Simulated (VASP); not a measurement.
**Ta2N: vibrations by perturbation theory with LDA**

Ta2N:

```
CELL_PARAMETERS angstrom
3.11286 0.00000 0.00000
-1.55643 2.69582 0.00000
0.00000 0.00000 4.86984
ATOMIC_POSITIONS crystal
Ta 0.33333 0.66667 0.25471
Ta 0.66667 0.33333 0.74529
N 0.00000 0.00000 0.00000
```

- Program: VASP 6.6.1
- Task: vibrations by perturbation theory
- Functional: LDA
- Potentials or basis: VASP PAW LDA potentials, release 64 (Ta_pv, N)
- Cutoff: 520 eV
- k mesh: 7 × 7 × 5
- Occupations: fermi-dirac, width 0.05 eV
- Spin: no spin polarisation
- Dipole correction: no
- Further INCAR settings: ALGO = Normal; EDIFF = 1e-08; IBRION = 8; NSW = 1

| Quantity | Value |
| --- | --- |
| Highest phonon frequency at Γ, LO-TO splitting left out | 520 cm⁻¹ |

Phonon frequencies in cm⁻¹ (negative: imaginary):
| q point | frequencies |
| --- | --- |
| (0.000, 0.000, 0.000) | -1 -1 0 91 91 164 465 465 520 |

Run time: 13 min on 1 thread of AMD EPYC 7R43 64-Core Processor (Zen 3), with other jobs on the host, peak memory 0.25 GiB.

Caveat: the cell wasn't relaxed at this level first, which shifts response properties.
